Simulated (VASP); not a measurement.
W: relaxation of cell and atoms with RPBE+D4

The system is W.

```
W
1.0
    -1.58234    1.58234    1.58234
     1.58234   -1.58234    1.58234
     1.58234    1.58234   -1.58234
W
1
Direct
  0.00000 0.00000 0.00000
```

```json
{
 "Program": "VASP 6.6.1",
 "Task": "relaxation of cell and atoms",
 "Functional": "RPBE",
 "Dispersion": "D4",
 "Potentials or basis": "VASP PAW PBE potentials, release 64 (W_sv)",
 "Cutoff": "600 eV",
 "k mesh": "12 × 12 × 12",
 "Occupations": "fermi-dirac, width 0.05 eV",
 "Spin": "no spin polarisation",
 "Dipole correction": "no",
 "Further INCAR settings": "ALGO = Normal; EDIFF = 1e-07; IBRION = 2; EDIFFG = -0.02; NSW = 80; ISIF = 3"
}
```

```
Relaxed volume                         : 15.76 Å³/atom
Relaxed cell                           : a = 2.736 Å, b = 2.736 Å, c = 2.736 Å, α = 109.47°, β = 109.47°, γ = 109.47°
Space group after relaxing (to 0.05 Å) : Im-3m (No. 229)
Energy gained by relaxing              : 0.4 meV/atom
Ionic steps                            : 3
Pressure after relaxing                : 0.0 GPa
Band gap on the k mesh                 : zero (band 7 reaches 16.81 eV, above the bottom of band 8 at 10.38 eV)
Dispersion energy per atom             : -1.223 eV
```

Step by step:
| step | energy change (eV) | largest force (eV/Å) | pressure (GPa) | volume (Å³) |
| --- | --- | --- | --- | --- |
| 1 | 0.0000 | 0.0000 | -1.69 | 15.85 |
| 2 | 0.0053 | 0.0000 | 6.24 | 15.47 |
| 3 | -0.0004 | 0.0000 | -0.04 | 15.76 |

Final structure:
```
W
1.0
    -1.57955    1.57955    1.57955
     1.57955   -1.57955    1.57955
     1.57955    1.57955   -1.57955
W
1
Direct
  0.00000 0.00000 0.00000
```

Levels at points of the mesh, in eV from the Fermi level:
```tsv
k point	band 5	band 6	band 7	band 8	band 9	band 10
(0.00, 0.00, 0.00)	-9.58	-1.14	-1.14	-1.14	2.38	2.38
(0.50, 0.00, 0.00)	-6.22	-3.50	0.76	2.28	3.27	6.29
(0.50, 0.50, 0.50)	-5.78	-5.78	5.30	5.30	5.30	8.36
```

It took 46 s on 1 thread of Intel Xeon 8259CL, on a shared host, peak memory 0.16 GiB.

Caveat: the PAW data sets were made with another functional, which shifts forces and pressure a little; spin-orbit coupling is left out, which moves the levels of the heavy elements; pairwise dispersion overbinds metals, which lowers pressure and volume.
